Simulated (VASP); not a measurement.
A run of VASP 6.6.1 is set up as follows.

The input INCAR:

```
SYSTEM = Sr2Be
PREC = Accurate
ENCUT = 600
EDIFF = 1E-6
ISMEAR = 0
SIGMA = 0.1
LREAL = .False.
LASPH = .True.
NELM = 120
ALGO = Normal
ISIF = 2
LWAVE = .False.
LCHARG = .False.
GGA = PE
NBANDS = 31
GGA_COMPAT = .False.
```

The input KPOINTS:

```
Automatic mesh
0
Gamma
  4 4 4
  0 0 0
```

Contents of POSCAR:

```
Sr2Be
1.0
    0.0000000000      4.9549223943      4.9549223943
    4.9549223943      0.0000000000      4.9549223943
    4.9549223943      4.9549223943      0.0000000000
Sr Be
4 2
Direct
    0.6250000000      0.6250000000      0.6250000000
    0.1250000000      0.6250000000      0.6250000000
    0.6250000000      0.6250000000      0.1250000000
    0.6250000000      0.1250000000      0.6250000000
    0.0000000000      0.0000000000      0.0000000000
    0.2500000000      0.2500000000      0.2500000000
```

Potentials or basis: VASP PAW PBE potentials, release 64 (Sr_sv, Be).

Launch:

```bash
$ cat potpaw_PBE.64/Sr_sv/POTCAR potpaw_PBE.64/Be/POTCAR > POTCAR
$ mpirun -np 1 vasp_std > vasp.out
```

Problem. What does it give for the pressure?

Solution. 0.1 GPa.

Problem. Predict the band gap on the k mesh.

Solution. Zero (bands 22 and 23 overlap by 0.24 eV).
